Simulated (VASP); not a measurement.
Runs of VASP 6.6.1 on NaHF2. It takes space group R-3m (No. 166, trigonal). Conventional cell: a = 3.427 Å, b = 3.427 Å, c = 13.714 Å, α = 90.00°, β = 90.00°, γ = 120.00°. Na (site symmetry -3m) has 6 F at 2.29 Å and 6 H at 3.02 Å within 3.1 Å. H (site symmetry -3m) has 2 F at 1.14 Å within 1.5 Å. Within 1.5 Å of F (site symmetry 3m) lie 1 H at 1.14 Å. 

```csv
level,k mesh,grid for exact exchange (PRECFOCK),share of exact exchange,screening parameter,gap on the mesh (eV),pressure (GPa),largest force (eV/Å)
HSE06,4 × 4 × 4,Normal,0.25,0.2079 1/Å,9.20,0.8,0.16
r2SCAN,8 × 8 × 8,-,-,-,7.81,-0.3,0.10
r2SCAN,10 × 10 × 10,-,-,-,7.81,-0.3,0.10
PBE0,4 × 4 × 4,Normal,0.25,-,(a),0.8,0.15
```

Alike in all rows: task single point; potentials or basis VASP PAW PBE potentials, release 64 (Na_pv, H, F); no spin polarisation; cell as given; cutoff (eV) 520; smearing fermi-dirac 0.02 eV.

Task: Fill in the values left out.

Result: (a) 9.98.

Caveats: some runs use coarse meshes; the PAW data sets were made with another functional, which shifts forces and pressure a little.

A k mesh can miss the band edges.
